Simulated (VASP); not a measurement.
# MgO (Periclase): single point with PBEsol

**The experiment to reproduce.**

“Electronic structure of alkaline earth and post-transition metal oxides”, 2009, arxiv:0908.1581 quotes, for a bulk crystal of MgO: band gap 7.83 eV.

Crystal: MgO (Periclase).

```
Mg O
1.0
     0.00000    2.10709    2.10709
     2.10709    0.00000    2.10709
     2.10709    2.10709    0.00000
Mg O
1 1
Direct
  0.00000 0.00000 0.00000
  0.50000 0.50000 0.50000
```

* Program: VASP 6.6.1
* Task: single point
* Functional: PBEsol
* Potentials or basis: VASP PAW PBE potentials, release 64 (Mg, O)
* Cutoff: 520 eV
* k mesh: 10 × 10 × 10
* Occupations: fermi-dirac, width 0.02 eV
* Spin: no spin polarisation
* Dipole correction: no
* Further INCAR settings: ALGO = Normal; EDIFF = 1e-06; NBANDS = 11

| Property | Result |
| --- | --- |
| Pressure | -0.5 GPa |
| Band gap on the k mesh | 4.62 eV, direct |

Levels at points of the mesh, in eV from the valence-band top:
```tsv
k point	band 2	band 3	band 4	band 5	band 6	band 7
(0.00, 0.00, 0.00)	0.00	0.00	0.00	4.62	15.62	15.62
(0.50, 0.00, 0.00)	-4.67	-0.66	-0.66	7.74	12.49	16.16
(0.50, 0.50, 0.00)	-4.14	-1.36	-1.36	8.92	9.86	12.96
```

Run time: 6.4 s on 1 thread of AMD EPYC 9R45 96-Core Processor (Zen 5), with other jobs on the host, peak memory 0.11 GiB.

Against the measured gap of MgO, 7.83 eV (quoted in “Electronic structure of alkaline earth and post-transition metal oxides”, 2009, arxiv:0908.1581), the calculated 4.62 eV is off by -3.21 eV. The value is that of PBEsol, without temperature or zero-point motion. Semilocal functionals fall short of measured gaps as a rule.

Caveat: the PAW data sets were made with another functional, which shifts forces and pressure a little.
